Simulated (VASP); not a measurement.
Wanted: the native input for a VASP 6.6.1 run.

* Task: single point
* Functional: PBEsol
* Potentials or basis: VASP PAW PBE potentials, release 64 (K_sv)
* Cutoff: 520 eV
* k mesh: 18 × 18 × 18
* Occupations: fermi-dirac, width 0.1 eV
* Spin: no spin polarisation
* Dipole correction: no
* Further INCAR settings: ALGO = Normal; EDIFF = 1e-06; NBANDS = 10

The structure of K lies in POSCAR:

```
K
1.0
    0.0000000000      2.8199981774      2.8199981774
    2.8199981774      0.0000000000      2.8199981774
    2.8199981774      2.8199981774      0.0000000000
K
1
Direct
    0.0000000000      0.0000000000      0.0000000000
```

These files were run (other wordings do the same):

INCAR

```
PREC = Accurate ; ENCUT = 520
EDIFF = 1E-6 ; ISMEAR = -1
SIGMA = 0.1 ; LREAL = False
LASPH = True ; NELM = 100
ALGO = Normal ; ISIF = 2
LWAVE = False ; LCHARG = False
GGA = PS ; NBANDS = 10
```

KPOINTS

```
Automatic mesh
0
Gamma
  18 18 18
```

Potentials or basis: VASP PAW PBE potentials, release 64 (K_sv).

Run with:

```bash
$ cat potpaw_PBE.64/K_sv/POTCAR > POTCAR
$ mpirun -np 1 vasp_std > vasp.out
```

Results of the run:

```
Pressure : 4.0 GPa
```

Caveat: the PAW data sets were made with another functional, which shifts forces and pressure a little.

Wall time 65 s on 1 thread of Oxide Virtual Turin-like Processor (shared host), peak memory 0.19 GiB.
